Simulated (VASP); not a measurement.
A run of VASP 6.6.1:

File INCAR:

```
PREC = Accurate ; ENCUT = 520
EDIFF = 1E-6 ; ISMEAR = -1
SIGMA = 0.05 ; LREAL = F
LASPH = T ; NELM = 80
ALGO = Normal ; ISIF = 2
LWAVE = F ; LCHARG = F
GGA = PE ; NBANDS = 21
```

Contents of KPOINTS:

```
regular mesh
0
Gamma
  9 9 9
```

File POSCAR:

```
Ge
1.0
    0.0000000000      2.8744485395      2.8744485395
    2.8744485395      0.0000000000      2.8744485395
    2.8744485395      2.8744485395      0.0000000000
Ge
2
Direct
   -0.1925000000     -0.1025000000     -0.1025000000
    0.1925000000      0.1025000000      0.1025000000
```

Potentials or basis: VASP PAW PBE potentials, release 64 (Ge_d).

The run is started by

```console
$ cat potpaw_PBE.64/Ge_d/POTCAR > POTCAR
$ mpirun -np 1 vasp_std > vasp.out
```

Hardware: 1 thread of AMD EPYC 9R45 96-Core Processor (Zen 5), on a shared host.

**Question.** How long does it take, and how much memory?

**Answer.** It took 42 s on 1 thread of AMD EPYC 9R45 96-Core Processor (Zen 5), on a shared host, peak memory 0.17 GiB. Counts: scf iterations 12, k points 85.
